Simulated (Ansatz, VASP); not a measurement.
# MoS2: VASP beside Ansatz

The input INCAR:

```
SYSTEM = MoS2
PREC = Accurate
ENCUT = 520
EDIFF = 1E-6
ISMEAR = -1
SIGMA = 0.05
LREAL = .FALSE.
LASPH = .TRUE.
NELM = 100
ALGO = Normal
ISIF = 2
LWAVE = .FALSE.
LCHARG = .TRUE.
GGA = RE
LELF = .TRUE.
LVHAR = .TRUE.
NBANDS = 20
```

Contents of KPOINTS:

```
Automatic mesh
0
G
  6 6 6
  0 0 0
```

Contents of POSCAR:

```
MoS2
1.0
    1.5800000000      0.9122134253      6.1500000000
   -1.5800000000      0.9122134253      6.1500000000
    0.0000000000     -1.8244268506      6.1500000000
Mo S
1 2
Direct
    0.0000000000      0.0000000000      0.0000000000
    0.4170000000      0.4170000000      0.4170000000
    0.2500000000      0.2500000000      0.2500000000
```

input.yaml

```yaml
crystal:
  lattice:
    - [1.58, 0.9122134253, 6.15]
    - [-1.58, 0.9122134253, 6.15]
    - [0.0, -1.8244268506, 6.15]
  atoms:
    - { symbol: Mo, position: [0.0, 0.0, 0.0] }
    - { symbol: S, position: [0.417, 0.417, 0.417] }
    - { symbol: S, position: [0.25, 0.25, 0.25] }
hamiltonian:
  xc: revpbe
  pseudopotentials: { kind: paw }
kpoints:
  mp_grid: { grid: [6, 6, 6] }
  band_path:
    path:
      - [[0.0, 0.0, 0.0], [0.5, 0.0, 0.0], [0.5, 0.181334009, -0.181334009]]
      - [[0.818665991, 0.5, 0.181334009], [0.5, 0.5, 0.5], [0.0, 0.0, 0.0], [0.3406670045, 0.0, -0.3406670045]]
      - [[0.6593329955, 0.3406670045, 0.0], [0.5, 0.5, 0.0], [0.6593329955, 0.6593329955, 0.181334009], [0.5, 0.5, 0.5]]
      - [[0.5, 0.0, 0.0], [0.818665991, 0.3406670045, 0.3406670045]]
    npoints: 14
scf:
  occupations: { method: fermi_dirac, width: 0.05 }
  n_extra_bands: 7
output:
  forces: true
  stress: true
  eigenvalues: true
  fatbands: true
  write_density: true
  write_potential: true
  elf: true
  volumetric_format: npy
```

Alike in both runs: functional revPBE; k mesh 6 × 6 × 6; occupations fermi-dirac, width 0.05 eV; no spin polarisation.

|  | VASP | Ansatz |
| --- | --- | --- |
| version | VASP 6.6.1 | Ansatz 0.2.0 |
| potentials or method | VASP PAW PBE potentials, release 64 (Mo_sv, S) | Ansatz PAW |
| plane-wave cutoff (eV) | 520 | 420 |
| valence electrons in the cell | 26 | 26 |
| task | single point | band structure |

|  | VASP | Ansatz | Ansatz less VASP |
| --- | --- | --- | --- |
| gap on the k mesh at the Fermi level (eV) | 0.95 | 0.93 | -0.021 |
| least direct gap on the mesh (eV) | 1.71 | 1.71 | -0.004 |
| pressure (GPa) | 7.1 | 7.3 | +0.23 |
| traceless stress, the component that is largest in VASP (GPa) | 1.64 | 1.70 | +0.053 |
| rms of the force components (eV/Å) | 0.243 | 0.254 | +0.0109 |

VASP's potentials were made for PBE, not for revPBE. Atom by atom the forces differ by 0.011 eV/Å (rms over components). The functional is the same, so the differences come from potentials, cutoffs and numerics.
